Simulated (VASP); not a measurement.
# Mo (Im-3m) in VASP: further runs

Mo is run at these levels: PBEsol+D3(BJ), PBE; tasks: relaxation of cell and atoms.

All numbers are computed with VASP 6.6.1; they aren't measurements. Logs are shortened: lines on timing, memory, paths and dates and some standing lists are left out, and cuts for length are marked.

## Step 1: The cell of the first run

Symmetry: Im-3m, No. 229, cubic system. Conventional cell: a = 3.168 Å, b = 3.168 Å, c = 3.168 Å, α = 90.00°, β = 90.00°, γ = 90.00°. Mo (site symmetry m-3m) has 14 Mo at 2.74 to 3.17 Å within 3.6 Å.

## Step 2: Relaxation of cell and atoms, PBEsol+D3(BJ)

Contents of INCAR:

```
SYSTEM = Mo
PREC = Accurate
ENCUT = 600
EDIFF = 1E-6
ISMEAR = -1
SIGMA = 0.05
LREAL = .False.
LASPH = .True.
NELM = 60
ALGO = Normal
ISIF = 3
LWAVE = .False.
LCHARG = .False.
GGA = PS
IVDW = 12
IBRION = 2
NSW = 60
EDIFFG = -0.01
```

Contents of KPOINTS:

```
Automatic mesh
0
Gamma
  12 12 12
  0 0 0
```

Contents of POSCAR:

```
Mo
1.0
   -1.5838089719      1.5838089719      1.5838089719
    1.5838089719     -1.5838089719      1.5838089719
    1.5838089719      1.5838089719     -1.5838089719
Mo
1
Direct
    0.0000000000      0.0000000000      0.0000000000
```

Potentials or basis: VASP PAW PBE potentials, release 64 (Mo_sv).

Started as:

```sh
$ cat potpaw_PBE.64/Mo_sv/POTCAR > POTCAR
$ mpirun -np 1 vasp_std > vasp.out
```

OUTCAR:

```text
SYSTEM = Mo
   PREC = Accurate
   ENCUT = 600
   EDIFF = 1E-6
   ISMEAR = -1
   LREAL = .False.
   LASPH = .True.
   NELM = 60
   ISIF = 3
   GGA = PS
   IVDW = 12
   IBRION = 2
   NSW = 60
   EDIFFG = -0.01
 IVDW          = 12

 ion  position               nearest neighbor table
   1  0.000  0.000  0.000-

  LATTYP: Found a body centered cubic cell.
 ALAT       =     3.1676179438

  Lattice vectors:

 A1 = (  -1.5838089719,   1.5838089719,   1.5838089719)
 A2 = (   1.5838089719,  -1.5838089719,   1.5838089719)
 A3 = (   1.5838089719,   1.5838089719,  -1.5838089719)

Analysis of symmetry for initial positions (statically):
=====================================================================
 Subroutine PRICEL returns:
 Original cell was already a primitive cell.

 Routine SETGRP: Setting up the symmetry group for a
 body centered cubic supercell.

 Subroutine GETGRP returns: Found 48 space group operations
 (whereof 48 operations were pure point group operations)
 out of a pool of 48 trial point group operations.

The static configuration has the point symmetry O_h .

Analysis of symmetry for dynamics (positions and initial velocities):
=====================================================================
 Subroutine PRICEL returns:
 Original cell was already a primitive cell.

 Routine SETGRP: Setting up the symmetry group for a
 body centered cubic supercell.

 Subroutine GETGRP returns: Found 48 space group operations
 (whereof 48 operations were pure point group operations)
 out of a pool of 48 trial point group operations.

The dynamic configuration has the point symmetry O_h .

 Subroutine INISYM returns: Found 48 space group operations
 (whereof 48 operations are pure point group operations),
 and found     1 'primitive' translations

----------------------------------------------------------------------------------------

                                     Primitive cell

  volume of cell :      15.8916

  direct lattice vectors                    reciprocal lattice vectors
    -1.583808972  1.583808972  1.583808972     0.000000000  0.315694638  0.315694638
     1.583808972 -1.583808972  1.583808972     0.315694638  0.000000000  0.315694638
     1.583808972  1.583808972 -1.583808972     0.315694638  0.315694638  0.000000000

  length of vectors
     2.743237609  2.743237609  2.743237609     0.446459639  0.446459639  0.446459639

  position of ions in fractional coordinates (direct lattice)
     0.000000000  0.000000000  0.000000000

  ion indices of the primitive-cell ions
   primitive index   ion index
                 1           1

----------------------------------------------------------------------------------------

 KPOINTS: Automatic mesh

Automatic generation of k-mesh.
 Grid dimensions read from file:
 generate k-points for:   12   12   12

 Generating k-lattice:

  Cartesian coordinates                     Fractional coordinates (reciprocal lattice)
     0.000000000  0.026307886  0.026307886     0.083333333  0.000000000  0.000000000
     0.026307886  0.000000000  0.026307886     0.000000000  0.083333333  0.000000000
     0.026307886  0.026307886  0.000000000     0.000000000  0.000000000  0.083333333

  Length of vectors
     0.037204970  0.037204970  0.037204970

  Shift w.r.t. Gamma in fractional coordinates (k-lattice)
     0.000000000  0.000000000  0.000000000

 Subroutine IBZKPT returns following result:
 ===========================================

 Found     72 irreducible k-points:

 Following reciprocal coordinates:
            Coordinates               Weight
  0.000000  0.000000  0.000000      1.000000
  0.083333  0.000000  0.000000     12.000000
  0.166667  0.000000  0.000000     12.000000
  0.250000  0.000000  0.000000     12.000000
  0.333333  0.000000  0.000000     12.000000
  0.416667  0.000000  0.000000     12.000000
[... 16 lines left out ...]
  0.333333  0.083333  0.083333     24.000000
  0.416667  0.083333  0.083333     12.000000
 [... further k-points ...]
   k-points           NKPTS =     72   k-points in BZ     NKDIM =     72   number of bands    NBANDS=     11
   number of dos      NEDOS =    301   number of ions     NIONS =      1
   total plane-waves  NPLWV =  13824
   dimension x,y,z NGX =    24 NGY =   24 NGZ =   24
   dimension x,y,z NGXF=    48 NGYF=   48 NGZF=   48
   ions per type =               1
   NGX,Y,Z   is equivalent  to a cutoff of  14.54, 14.54, 14.54 a.u.
   NGXF,Y,Z  is equivalent  to a cutoff of  29.09, 29.09, 29.09 a.u.
 SYSTEM =  Mo
   PREC   = accura    normal or accurate (medium, high low for compatibility)
   ISTART =      0    job   : 0-new  1-cont  2-samecut
   ICHARG =      2    charge: 1-file 2-atom 10-const
   ISPIN  =      1    spin polarized calculation?
   LNONCOLLINEAR =      F non collinear calculations
   LSORBIT =      F    spin-orbit coupling
   LASPH  =      T    aspherical Exc in radial PAW
   ENCUT  =  600.0 eV  44.10 Ry    6.64 a.u.   5.48  5.48  5.48*2*pi/ulx,y,z
   NELM   =     60;   NELMIN=  2; NELMDL= -5     # of ELM steps
   EDIFF  = 0.1E-05   stopping-criterion for ELM
   LREAL  =      F    real-space projection
   EDIFFG = -.1E-01   stopping-criterion for IOM
   NSW    =     60    number of steps for IOM
   IBRION =      2    ionic relax: 0-MD 1-quasi-New 2-CG
   NFREE  =      1    steps in history (QN), initial steepest desc. (CG)
   ISIF   =      3    stress and relaxation
   ISYM   =      2    0-nonsym 1-usesym 2-fastsym
   POTIM  = 0.5000    time-step for ionic-motion
   TEBEG  =    0.0;   TEEND  =   0.0 temperature during run
   PSTRESS=    0.0 pullay stress
   NELECT =      14.0000    total number of electrons
   NUPDOWN=      -1.0000    fix difference up-down
   EMIN   =  10.00;   EMAX   =-10.00  energy-range for DOS
   EFERMI =   0.00;   METHOD = LEGACY
   ISMEAR =    -1;   SIGMA  =   0.05  broadening in eV -4-tet -1-fermi 0-gaus
   EFERMI_NEDOS =   21; number of points for ismear=-14 and -15
   IALGO  =     38    algorithm
   IMIX   =      4    mixing-type and parameters
     AMIX     =   0.40;   BMIX     =  1.00
     AMIX_MAG =   1.60;   BMIX_MAG =  1.00
  volume/ion in A,a.u.               =      15.89       107.24
  Fermi-wavevector in a.u.,A,eV,Ry     =   1.569380  2.965698 33.510508  2.462953
  Thomas-Fermi vector in A             =   2.671271
   LORBIT       =      0    0 simple, 1 ext, 2 COOP (PROOUT), +10 PAW based schemes
   GGA     = PS    functional components
   LHFCALC =     F    Hartree Fock is set to
   AEXX    =    0.0000 exact exchange contribution
   IVDW    =    12    specifies the selected vdW correction
   LEPSILON=     F    determine dielectric tensor
   LRPA    =     F    only Hartree local field effects (RPA)
 conjugate gradient relaxation of ions
 non-spin polarized calculation
  energy-cutoff  :      600.00
  volume of cell :       15.89
 maximum number of plane-waves:       555
 NGX is ok and might be reduce to    24
   NGX = 11   NGY = 11   NGZ = 11

--------------------------------------- Ionic step        1  -------------------------------------------

 number of electron      14.0000002 magnetization

 Free energy of the ion-electron system (eV)
  ---------------------------------------------------
  ext. energy  EPLUGINS =         0.00000000
  ---------------------------------------------------
  free energy    TOTEN  =       -11.77905672 eV

  energy without entropy =      -11.77655101  energy(sigma->0) =      -11.77780386

------------------------ aborting loop because EDIFF is reached ----------------------------------------

 Edisp (eV)   -0.69357

 E8    (eV) :    -0.4830

  FORCE on cell =-STRESS in cart. coord.  units (eV):
  Direction    XX          YY          ZZ          XY          YZ          ZX
  --------------------------------------------------------------------------------------
  -------------------------------------------------------------------------------------
  Total      -1.61544    -1.61544    -1.61544     0.00000     0.00000    -0.00000
  in kB    -162.86704  -162.86704  -162.86704     0.00000     0.00000    -0.00000
  external pressure =     -162.87 kB  Pullay stress =        0.00 kB
[... 137 lines left out ...]
  energy  without entropy=      -12.5214599251  energy(sigma->0) =      -12.52249611

--------------------------------------- Ionic step        5  -------------------------------------------

 number of electron      13.9999999 magnetization

 Free energy of the ion-electron system (eV)
  ---------------------------------------------------
  ext. energy  EPLUGINS =         0.00000000
  ---------------------------------------------------
  free energy    TOTEN  =       -11.78542047 eV

  energy without entropy =      -11.78335760  energy(sigma->0) =      -11.78438903

 E-fermi :  13.1434     XC(G=0): -13.7863

 val. band max:       13.0405782324   @ k =  -0.1667   0.2500   0.0833
 cond. band min:      13.1891862733   @ k =   0.5000   0.5000   0.0833
 fundamental gap:      0.1486080409
 Fermi energy:        13.1433586625

 k-point     1 :       0.0000    0.0000    0.0000
  band No.  band energies     occupation
      1     -47.9988      2.00000
      2     -21.1735      2.00000
      3     -21.1735      2.00000
      4     -21.1735      2.00000
      5       5.7783      2.00000
      6      11.7491      2.00000
      7      11.7491      2.00000
      8      11.7491      2.00000
      9      14.9350      0.00000
     10      14.9350      0.00000
     11      28.0786      0.00000
[... 309 lines left out ...]
 k-point    24 :       0.4167    0.0833    0.0833
  band No.  band energies     occupation
      1     -47.6721      2.00000
      2     -22.6932      2.00000
      3     -21.7671      2.00000
      4     -21.2990      2.00000
      5       8.1946      2.00000
      6       9.5775      2.00000
      7      13.6326      0.00011
      8      15.1724      0.00000
      9      15.6993      0.00000
     10      19.9873      0.00000
     11      24.8891      0.00000

 [... further k-points ...]

------------------------ aborting loop because EDIFF is reached ----------------------------------------

 Edisp (eV)   -0.73812

 E8    (eV) :    -0.5139

  FORCE on cell =-STRESS in cart. coord.  units (eV):
  Direction    XX          YY          ZZ          XY          YZ          ZX
  --------------------------------------------------------------------------------------
  -------------------------------------------------------------------------------------
  Total       0.00852     0.00852     0.00852     0.00000     0.00000     0.00000
  in kB       0.91389     0.91389     0.91389     0.00000     0.00000     0.00000
  external pressure =        0.91 kB  Pullay stress =        0.00 kB
[... 16 lines left out ...]
  FREE ENERGIE OF THE ION-ELECTRON SYSTEM (eV)
  ---------------------------------------------------
  free  energy   TOTEN  =       -12.5235432852 eV

  energy  without entropy=      -12.5214804239  energy(sigma->0) =      -12.52251185

 reached required accuracy - stopping structural energy minimisation
```

It took 27 s on 1 thread of AMD EPYC 9R45 (Zen 5), shared host; peak memory 0.14 GiB.

What came out:

```
Free energy                            : -12.5235 eV
Relaxed volume                         : 14.94 Å³/atom
Relaxed cell                           : a = 2.687 Å, b = 2.687 Å, c = 2.687 Å, α = 109.47°, β = 109.47°, γ = 109.47°
Space group after relaxing (to 0.05 Å) : Im-3m (No. 229)
Energy gained by relaxing              : 50.9 meV/atom
Ionic steps                            : 5
Pressure after relaxing                : 0.1 GPa
Band gap on the k mesh                 : zero (band 7 reaches 17.48 eV, above the bottom of band 8 at 11.75 eV)
Dispersion energy per atom             : -0.738 eV
```

Step by step:
```tsv
step	energy change (eV)	largest force (eV/Å)	pressure (GPa)	volume (Å³)
1	0.0000	0.0000	-16.29	15.89
2	0.4777	0.0000	79.00	12.46
3	-0.0506	0.0000	-1.51	15.02
4	-0.0509	0.0000	-0.28	14.96
5	-0.0509	0.0000	0.09	14.94
```

Final structure:
```yaml
crystal:
  lattice:
    - [-1.55152, 1.55152, 1.55152]
    - [1.55152, -1.55152, 1.55152]
    - [1.55152, 1.55152, -1.55152]
  atoms:
    - { symbol: Mo, position: [0.00000, 0.00000, 0.00000] }
```

Levels at points of the mesh, in eV from the Fermi level:
```
           k point  band 3  band 4  band 5  band 6  band 7  band 8  band 9  band 10  band 11
(0.00, 0.00, 0.00)  -34.32  -34.32   -7.37   -1.39   -1.39   -1.39    1.79     1.79    14.94
(0.50, 0.00, 0.00)  -34.83  -34.33   -5.57   -3.57    1.85    1.85    2.52     5.17    12.08
(0.50, 0.50, 0.50)  -35.43  -35.43   -5.77   -5.77    4.34    4.34    4.34     9.45     9.45
```

Caveat: the PAW data sets were made with another functional, which shifts forces and pressure a little; pairwise dispersion overbinds metals, which lowers pressure and volume.

## Step 3: Relaxation of cell and atoms, PBE, target pressure 5 GPa, at which the enthalpy is minimised

Contents of INCAR:

```
PREC     = Accurate       # precision mode
ENCUT    = 600            # plane-wave cutoff, eV
EDIFF    = 1E-6           # SCF threshold, eV
ISMEAR   = -1             # smearing method
SIGMA    = 0.05           # smearing width, eV
LREAL    = F              # projectors in reciprocal space
LASPH    = T              # aspherical terms in the spheres
NELM     = 100            # most SCF steps
ALGO     = Fast           # electronic algorithm
ISIF     = 3              # what is computed and relaxed
LWAVE    = F              # write WAVECAR
LCHARG   = F              # write CHGCAR
GGA      = PE             # functional
IBRION   = 2              # ionic algorithm
NSW      = 60             # ionic steps
EDIFFG   = -0.01          # ionic threshold
PSTRESS  = 50.0
```

Contents of KPOINTS:

```
Automatic mesh
0
Gamma
  12 12 12
```

POSCAR is that of step 2.

Potentials or basis: VASP PAW PBE potentials, release 64 (Mo_sv).

Started as:

```sh
$ cat potpaw_PBE.64/Mo_sv/POTCAR > POTCAR
$ mpirun -np 1 vasp_std > vasp.out
```

It took 28 s on 1 thread of AMD EPYC 9R45 (Zen 5), shared host; peak memory 0.12 GiB.

It converged, with:

```
Free energy                                            : -10.9473 eV
Relaxed volume                                         : 15.52 Å³/atom
Relaxed cell                                           : a = 2.721 Å, b = 2.721 Å, c = 2.721 Å, α = 109.47°, β = 109.47°, γ = 109.47°
Space group after relaxing (to 0.05 Å)                 : Im-3m (No. 229)
Energy change on relaxing (the enthalpy is what falls) : +4.0 meV/atom
Ionic steps                                            : 4
Pressure after relaxing                                : 5.0 GPa
Band gap on the k mesh                                 : zero (band 7 reaches 16.74 eV, above the bottom of band 8 at 11.34 eV)
```

The path:
```csv
step,energy change (eV),largest force (eV/Å),pressure (GPa),volume (Å³)
1,0.0000,0.0000,-1.44,15.89
2,0.1074,0.0000,28.20,14.47
3,0.0037,0.0000,4.84,15.52
4,0.0040,0.0000,5.01,15.52
```

Final structure:
```xyz
1
Lattice="-1.5712 1.5712 1.5712 1.5712 -1.5712 1.5712 1.5712 1.5712 -1.5712" Properties=species:S:1:pos:R:3 pbc="T T T"
Mo    3.1424    0.0000    0.0000
```

Levels at points of the mesh, in eV from the Fermi level:
```tsv
k point	band 5	band 6	band 7	band 8	band 9	band 10
(0.00, 0.00, 0.00)	-7.21	-1.33	-1.33	-1.33	1.72	1.72
(0.50, 0.00, 0.00)	-5.32	-3.39	1.70	1.76	2.39	4.85
(0.50, 0.50, 0.50)	-5.45	-5.45	4.07	4.07	4.07	9.17
```

Caveat: the cell is relaxed towards a set pressure, so the enthalpy falls and the energy may rise.
